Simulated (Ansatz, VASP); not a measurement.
## Na in VASP and in Ansatz

INCAR

```
ALGO = Normal
EDIFF = 1E-8
ENCUT = 520
GGA = PS
ISIF = 2
ISMEAR = -1
LASPH = T
LCHARG = F
LEFG = T
LREAL = F
LWAVE = F
NBANDS = 14
NELM = 80
PREC = Accurate
SIGMA = 0.05
```

Contents of KPOINTS:

```
k-points
0
Gamma
  13 13 7
```

The input POSCAR:

```
Na
1.0
    3.6901018488      0.0000000000      0.0000000000
   -1.8450509244      3.1957219436      0.0000000000
    0.0000000000      0.0000000000      6.0283729130
Na
2
Direct
    0.3333333333      0.6666666667      0.2500000000
    0.6666666667      0.3333333333      0.7500000000
```

Input for Ansatz:

```yaml
crystal:
  lattice:
    - [3.6901018488, 0.0, 0.0]
    - [-1.8450509244, 3.1957219436, 0.0]
    - [0.0, 0.0, 6.028372913]
  atoms:
    - { symbol: Na, position: [0.3333333333, 0.6666666667, 0.25] }
    - { symbol: Na, position: [0.6666666667, 0.3333333333, 0.75] }
kpoints:
  mp_grid: { grid: [13, 13, 7] }
scf:
  occupations: { method: fermi_dirac, width: 0.05 }
hamiltonian:
  xc: pbesol
  pseudopotentials: { kind: all_electron, datasets: crystal }
output:
  forces: true
  stress: true
  eigenvalues: true
  efg: { contact_densities: true }
```

Change from the starting cell: volume scaled by 0.94, crystal datasets.

Alike in both runs: task electric field gradients; functional PBEsol; k mesh 13 × 13 × 7; occupations fermi-dirac, width 0.05 eV; no spin polarisation.

|  | VASP | Ansatz |
| --- | --- | --- |
| version | VASP 6.6.1 | Ansatz 0.2.0 |
| potentials or method | VASP PAW PBE potentials, release 64 (Na_pv), cutoff 520 eV | all-electron PAW with datasets made for the crystal, scalar-relativistic |

```csv
,VASP,Ansatz,Ansatz less VASP
pressure (GPa),0.2,0.2,0.00
"traceless stress, the component that is largest in VASP (GPa)",0.10,0.09,-0.001
size of Vzz on the site where it differs most (V/Å²),0.3,0.3,-0.01
```

VASP's potentials were made for PBE, not for PBEsol. Ansatz ran all-electron here, and VASP with PAW potentials.
